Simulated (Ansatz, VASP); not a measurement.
**SiC in VASP and in Ansatz**

```
Si C
1.0
     3.07662    0.00000    0.00000
    -1.53831    2.66443    0.00000
     0.00000    0.00000   15.09808
Si C
6 6
Direct
  0.33333 0.66667 0.83299
  0.66667 0.33333 0.33299
  0.66667 0.33333 0.66650
  0.33333 0.66667 0.16650
  0.00000 0.00000 0.49973
  0.00000 0.00000 0.99973
  0.00000 0.00000 0.87437
  0.00000 0.00000 0.37437
  0.33333 0.66667 0.70800
  0.66667 0.33333 0.20800
  0.66667 0.33333 0.54152
  0.33333 0.66667 0.04152
```

Alike in both runs: task single point; functional LDA; k mesh 6 × 6 × 2; occupations gaussian, width 0.1 eV; no spin polarisation.

```csv
,VASP,Ansatz
version,VASP 6.6.1,Ansatz 0.2.0
potentials or method,"VASP PAW LDA potentials, release 64 (Si, C), cutoff 520 eV","scalar-relativistic, plane waves, PAW"
valence electrons in the cell,48,48
```

```tsv
	VASP	Ansatz	Ansatz less VASP
gap on the k mesh at the Fermi level (eV)	1.97	1.98	+0.011
least direct gap on the mesh (eV)	3.07	3.08	+0.012
pressure (GPa)	-3.4	-3.8	-0.39
traceless stress, the component that is largest in VASP (GPa)	-0.12	-0.13	-0.005
```

LDA's correlation is that of Perdew and Zunger in VASP and of Perdew and Wang (1992) in Ansatz.
